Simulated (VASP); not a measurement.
# Hf (P6/mmm) in VASP: further runs

Hf is run at these levels: LDA; tasks: single point.

Program: VASP 6.6.1. These are calculated values, not measurements. Logs are shortened: lines on timing, memory, paths and dates and some standing lists are left out, and cuts for length are marked.

### 1 The cell of the first run

Symmetry: P6/mmm, No. 191, hexagonal system. Conventional cell: a = 4.725 Å, b = 4.725 Å, c = 2.945 Å, α = 90.00°, β = 90.00°, γ = 120.00°. Hf (site symmetry 6/mmm) has 14 Hf at 2.94 to 3.10 Å within 3.9 Å. Hf (site symmetry -6m2) has 11 Hf at 2.73 to 3.10 Å within 3.6 Å.

### 2 Single point, LDA (volume scaled by 0.92)

The input, INCAR:

```
PREC     = Accurate       # precision mode
ENCUT    = 520            # plane-wave cutoff, eV
EDIFF    = 1E-6           # SCF threshold, eV
ISMEAR   = -1             # smearing method
SIGMA    = 0.1            # smearing width, eV
LREAL    = False          # projectors in reciprocal space
LASPH    = True           # aspherical terms in the spheres
NELM     = 80             # most SCF steps
ALGO     = Normal         # electronic algorithm
ISIF     = 2              # what is computed and relaxed
LWAVE    = False          # write WAVECAR
LCHARG   = False          # write CHGCAR
NBANDS   = 22             # bands
```

The input, KPOINTS:

```
Automatic mesh
0
Gamma
  9 9 12
```

The input, POSCAR:

```
Hf
1.0
    4.7248133374      0.0000000000      0.0000000000
   -2.3624066687      4.0918083783      0.0000000000
    0.0000000000      0.0000000000      2.9448826415
Hf
3
Direct
    1.0000000000      1.0000000000      1.0000000000
    0.3333333333      0.6666666667      0.5000000000
    0.6666666667      0.3333333333      0.5000000000
```

Potentials or basis: VASP PAW LDA potentials, release 64 (Hf_pv).

Run with:

```
$ cat potpaw_LDA.64/Hf_pv/POTCAR > POTCAR
$ mpirun -np 1 vasp_std > vasp.out
```

OUTCAR:

```text
PREC = Accurate
   ENCUT = 520
   EDIFF = 1E-6
   ISMEAR = -1
   LREAL = False
   LASPH = True
   NELM = 80
   ISIF = 2

 ion  position               nearest neighbor table
   1  0.000  0.000  0.000-   2 3.10   3 3.10   2 3.10   3 3.10   2 3.10   2 3.10   3 3.10   3 3.10
                             3 3.10   3 3.10   2 3.10   2 3.10
   2  0.333  0.667  0.500-   3 2.73   3 2.73   3 2.73   1 3.10   1 3.10   1 3.10   1 3.10   1 3.10
                             1 3.10
   3  0.667  0.333  0.500-   2 2.73   2 2.73   2 2.73   1 3.10   1 3.10   1 3.10   1 3.10   1 3.10
                             1 3.10

  LATTYP: Found a hexagonal cell.
 ALAT       =     4.7248133374
 C/A-ratio  =     0.6232802084

  Lattice vectors:

 A1 = (   4.7248133374,   0.0000000000,   0.0000000000)
 A2 = (  -2.3624066687,   4.0918083783,   0.0000000000)
 A3 = (   0.0000000000,   0.0000000000,   2.9448826415)

Analysis of symmetry for initial positions (statically):
=====================================================================
 Subroutine PRICEL returns:
 Original cell was already a primitive cell.

 Routine SETGRP: Setting up the symmetry group for a
 hexagonal supercell.

 Subroutine GETGRP returns: Found 24 space group operations
 (whereof 24 operations were pure point group operations)
 out of a pool of 24 trial point group operations.

The static configuration has the point symmetry D_6h.

Analysis of symmetry for dynamics (positions and initial velocities):
=====================================================================
 Subroutine PRICEL returns:
 Original cell was already a primitive cell.

 Routine SETGRP: Setting up the symmetry group for a
 hexagonal supercell.

 Subroutine GETGRP returns: Found 24 space group operations
 (whereof 24 operations were pure point group operations)
 out of a pool of 24 trial point group operations.

The dynamic configuration has the point symmetry D_6h.

 Subroutine INISYM returns: Found 24 space group operations
 (whereof 24 operations are pure point group operations),
 and found     1 'primitive' translations

----------------------------------------------------------------------------------------

                                     Primitive cell

  volume of cell :      56.9335

  direct lattice vectors                    reciprocal lattice vectors
     4.724813337  0.000000000  0.000000000     0.211648573  0.122195361  0.000000000
    -2.362406669  4.091808378  0.000000000     0.000000000  0.244390721  0.000000000
     0.000000000  0.000000000  2.944882642     0.000000000  0.000000000  0.339572106

  length of vectors
     4.724813337  4.724813337  2.944882642     0.244390721  0.244390721  0.339572106

  position of ions in fractional coordinates (direct lattice)
     0.000000000  0.000000000  0.000000000
     0.333333333  0.666666667  0.500000000
     0.666666667  0.333333333  0.500000000

  ion indices of the primitive-cell ions
   primitive index   ion index
                 1           1
                 2           2
                 3           3

----------------------------------------------------------------------------------------

 KPOINTS: Automatic mesh

Automatic generation of k-mesh.
 Grid dimensions read from file:
 generate k-points for:    9    9   12

 Generating k-lattice:

  Cartesian coordinates                     Fractional coordinates (reciprocal lattice)
     0.023516508  0.013577262  0.000000000     0.111111111 -0.000000000  0.000000000
     0.000000000  0.027154525  0.000000000     0.000000000  0.111111111  0.000000000
     0.000000000  0.000000000  0.028297675     0.000000000  0.000000000  0.083333333

  Length of vectors
     0.027154525  0.027154525  0.028297675

  Shift w.r.t. Gamma in fractional coordinates (k-lattice)
     0.000000000  0.000000000  0.000000000

 Subroutine IBZKPT returns following result:
 ===========================================

 Found     84 irreducible k-points:

 Following reciprocal coordinates:
            Coordinates               Weight
  0.000000  0.000000  0.000000      1.000000
  0.111111  0.000000  0.000000      6.000000
  0.222222  0.000000  0.000000      6.000000
  0.333333  0.000000  0.000000      6.000000
  0.444444  0.000000  0.000000      6.000000
  0.111111  0.111111  0.000000      6.000000
[... 16 lines left out ...]
  0.333333  0.222222  0.083333     24.000000
  0.333333  0.333333  0.083333      4.000000
 [... further k-points ...]
   k-points           NKPTS =     84   k-points in BZ     NKDIM =     84   number of bands    NBANDS=     22
   number of dos      NEDOS =    301   number of ions     NIONS =      3
   total plane-waves  NPLWV =  31104
   dimension x,y,z NGX =    36 NGY =   36 NGZ =   24
   dimension x,y,z NGXF=    72 NGYF=   72 NGZF=   48
   ions per type =               3
   NGX,Y,Z   is equivalent  to a cutoff of  12.67, 12.67, 13.55 a.u.
   NGXF,Y,Z  is equivalent  to a cutoff of  25.33, 25.33, 27.10 a.u.
 SYSTEM =  unknown system
   PREC   = accura    normal or accurate (medium, high low for compatibility)
   ISTART =      0    job   : 0-new  1-cont  2-samecut
   ICHARG =      2    charge: 1-file 2-atom 10-const
   ISPIN  =      1    spin polarized calculation?
   LNONCOLLINEAR =      F non collinear calculations
   LSORBIT =      F    spin-orbit coupling
   LASPH  =      T    aspherical Exc in radial PAW
   ENCUT  =  520.0 eV  38.22 Ry    6.18 a.u.   8.79  8.79  5.48*2*pi/ulx,y,z
   NELM   =     80;   NELMIN=  2; NELMDL= -5     # of ELM steps
   EDIFF  = 0.1E-05   stopping-criterion for ELM
   LREAL  =      F    real-space projection
   EDIFFG = 0.1E-04   stopping-criterion for IOM
   NSW    =      0    number of steps for IOM
   IBRION =     -1    ionic relax: 0-MD 1-quasi-New 2-CG
   NFREE  =      0    steps in history (QN), initial steepest desc. (CG)
   ISIF   =      2    stress and relaxation
   ISYM   =      2    0-nonsym 1-usesym 2-fastsym
   POTIM  = 0.5000    time-step for ionic-motion
   TEBEG  =    0.0;   TEEND  =   0.0 temperature during run
   PSTRESS=    0.0 pullay stress
   NELECT =      30.0000    total number of electrons
   NUPDOWN=      -1.0000    fix difference up-down
   EMIN   =  10.00;   EMAX   =-10.00  energy-range for DOS
   EFERMI =   0.00;   METHOD = LEGACY
   ISMEAR =    -1;   SIGMA  =   0.10  broadening in eV -4-tet -1-fermi 0-gaus
   EFERMI_NEDOS =   21; number of points for ismear=-14 and -15
   IALGO  =     38    algorithm
   IMIX   =      4    mixing-type and parameters
     AMIX     =   0.40;   BMIX     =  1.00
     AMIX_MAG =   1.60;   BMIX_MAG =  1.00
  volume/ion in A,a.u.               =      18.98       128.07
  Fermi-wavevector in a.u.,A,eV,Ry     =   1.322288  2.498761 23.789033  1.748445
  Thomas-Fermi vector in A             =   2.451980
   LORBIT       =      0    0 simple, 1 ext, 2 COOP (PROOUT), +10 PAW based schemes
   GGA     = CA    functional components
   LHFCALC =     F    Hartree Fock is set to
   AEXX    =    0.0000 exact exchange contribution
   IVDW    =     0    specifies the selected vdW correction
   LEPSILON=     F    determine dielectric tensor
   LRPA    =     F    only Hartree local field effects (RPA)
 non-spin polarized calculation
  energy-cutoff  :      520.00
  volume of cell :       56.93
 maximum number of plane-waves:      1553
 NGX is ok and might be reduce to    36
   NGX = 17   NGY = 17   NGZ = 11

 number of electron      30.0000000 magnetization

 Free energy of the ion-electron system (eV)
  ---------------------------------------------------
  ext. energy  EPLUGINS =         0.00000000
  ---------------------------------------------------
  free energy    TOTEN  =       -31.87785530 eV

  energy without entropy =      -31.80135425  energy(sigma->0) =      -31.83960477

 E-fermi :   5.7964     XC(G=0): -12.2382

 val. band max:        5.7907732266   @ k =   0.3333   0.3333   0.0000
 cond. band min:       5.8013516489   @ k =   0.2222   0.2222   0.0833
 fundamental gap:      0.0105784224
 Fermi energy:         5.7963915059

 k-point     1 :       0.0000    0.0000    0.0000
  band No.  band energies     occupation
      1     -24.6275      2.00000
      2     -24.6275      2.00000
      3     -24.4951      2.00000
      4     -24.4951      2.00000
      5     -23.8992      2.00000
      6     -23.5548      2.00000
[... 14 lines left out ...]
     21       8.9261      0.00000
     22       8.9328      0.00000

 k-point     2 :       0.1111    0.0000    0.0000
  band No.  band energies     occupation
      1     -24.7294      2.00000
      2     -24.6977      2.00000
      3     -24.3859      2.00000
      4     -24.3707      2.00000
      5     -23.8882      2.00000
      6     -23.5595      2.00000
[... 14 lines left out ...]
     21       8.4065      0.00000
     22       9.6134      0.00000

 k-point     3 :       0.2222    0.0000    0.0000
  band No.  band energies     occupation
      1     -24.8547      2.00000
      2     -24.7278      2.00000
      3     -24.2406      2.00000
      4     -24.2019      2.00000
      5     -23.8578      2.00000
      6     -23.5967      2.00000
[... 14 lines left out ...]
     21       8.7594      0.00000
     22      10.3760      0.00000

 k-point     4 :       0.3333    0.0000    0.0000
  band No.  band energies     occupation
      1     -24.9479      2.00000
      2     -24.6634      2.00000
      3     -24.1459      2.00000
      4     -24.1221      2.00000
      5     -23.8169      2.00000
      6     -23.7298      2.00000
[... 14 lines left out ...]
     21       9.5536      0.00000
     22      10.5663      0.00000

 k-point     5 :       0.4444    0.0000    0.0000
  band No.  band energies     occupation
      1     -24.9971      2.00000
      2     -24.5108      2.00000
      3     -24.2994      2.00000
      4     -24.0543      2.00000
      5     -23.7835      2.00000
      6     -23.7361      2.00000
[... 417 lines left out ...]
 k-point    22 :       0.2222    0.2222    0.0833
  band No.  band energies     occupation
      1     -24.8512      2.00000
      2     -24.7301      2.00000
      3     -24.2616      2.00000
      4     -23.9794      2.00000
      5     -23.8780      2.00000
      6     -23.7661      2.00000
[... 14 lines left out ...]
     21       9.7970      0.00000
     22       9.8741      0.00000

 k-point    23 :       0.3333    0.2222    0.0833
  band No.  band energies     occupation
      1     -24.8519      2.00000
      2     -24.6236      2.00000
      3     -24.4323      2.00000
      4     -23.9212      2.00000
      5     -23.8352      2.00000
      6     -23.7904      2.00000
[... 14 lines left out ...]
     21       9.1091      0.00000
     22      10.5967      0.00000

 k-point    24 :       0.3333    0.3333    0.0833
  band No.  band energies     occupation
      1     -24.7783      2.00000
      2     -24.5844      2.00000
      3     -24.5844      2.00000
      4     -23.8494      2.00000
      5     -23.8494      2.00000
      6     -23.8157      2.00000
[... 14 lines left out ...]
     21       8.8062      0.00000
     22      11.1736      0.00000

 [... further k-points ...]
[... 5 lines left out ...]
  --------------------------------------------------------------------------------------
  -------------------------------------------------------------------------------------
  Total        4.1894858      4.1894858      4.3795497      0.0000000      0.0000000      0.0000000
  in kB      117.8971671    117.8971671    123.2457947      0.0000000      0.0000000      0.0000000
  external PRESSURE =     119.6800430 kB  Pullay stress =       0.0000000 kB

 VOLUME and BASIS-vectors are now :
 -----------------------------------------------------------------------------
  energy-cutoff  :      520.00
  volume of cell :       56.93
      direct lattice vectors                 reciprocal lattice vectors
     4.724813337  0.000000000  0.000000000     0.211648573  0.122195361  0.000000000
    -2.362406669  4.091808378  0.000000000     0.000000000  0.244390721  0.000000000
     0.000000000  0.000000000  2.944882642     0.000000000  0.000000000  0.339572106

 POSITION                                       TOTAL-FORCE (eV/Angst)
 -----------------------------------------------------------------------------------
      0.00000      0.00000      0.00000        -0.000000      0.000000     -0.000000
     -0.00000      2.72787      1.47244        -0.000000      0.000000      0.000000
      2.36241      1.36394      1.47244         0.000000     -0.000000     -0.000000
 -----------------------------------------------------------------------------------
    total drift:                                0.000000      0.000000     -0.000000

  FREE ENERGIE OF THE ION-ELECTRON SYSTEM (eV)
  ---------------------------------------------------
  free  energy   TOTEN  =       -31.8778553000 eV

  energy  without entropy=      -31.8013542455  energy(sigma->0) =      -31.83960477
```

Wall time 28 s (1 thread of Intel Xeon 6975P-C (Granite Rapids), shared host); peak memory 0.2 GiB.

What came out:

* Free energy: -31.8779 eV
* Pressure: 12.0 GPa
* Band gap on the k mesh: zero (band 15 reaches 6.31 eV, above the bottom of band 16 at 5.33 eV)

Caveat: spin-orbit coupling is left out, which moves the levels of the heavy elements.

[end of part 1 of 2]
